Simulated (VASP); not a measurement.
TiB, 4 atoms in the cell. The structure is tetragonal, space group I-4m2 (No. 119). The conventional cell has a = 3.261 Å, b = 3.261 Å, c = 5.576 Å, α = 90.00°, β = 90.00°, γ = 90.00°. Within 2.8 Å of Ti (site symmetry -4m2) lie 4 B at 2.15 Å. B (site symmetry -4m2) has 4 Ti at 2.15 Å within 2.8 Å.  This cell differs from its parent crystal: biaxial strain in the a-b plane: -6.0 %, then relaxed in part.

| Item | Value |
| --- | --- |
| Program | VASP 6.6.1 |
| Task | single point |
| Functional | PBEsol |
| Potentials or basis | VASP PAW PBE potentials, release 64 (Ti_sv, B) |
| Cutoff | 520 eV |
| k mesh | 12 × 12 × 10 |
| Occupations | gaussian, width 0.1 eV |
| Spin | no spin polarisation |
| Dipole correction | no |
| Further INCAR settings | ALGO = Normal; EDIFF = 1e-06; NBANDS = 23 |

Potentials or basis: VASP PAW PBE potentials, release 64 (Ti_sv, B).

Run with:

```console
$ cat potpaw_PBE.64/Ti_sv/POTCAR potpaw_PBE.64/B/POTCAR > POTCAR
$ mpirun -np 1 vasp_std > vasp.out
```

Hardware: 1 thread of Intel(R) Xeon(R) 6975P-C (Granite Rapids) (shared host).

Estimate the wall time of this run.

Run time: 64 s on 1 thread of Intel(R) Xeon(R) 6975P-C (Granite Rapids), with other jobs on the host, peak memory 0.31 GiB. Counts: scf iterations 14, k points 168.
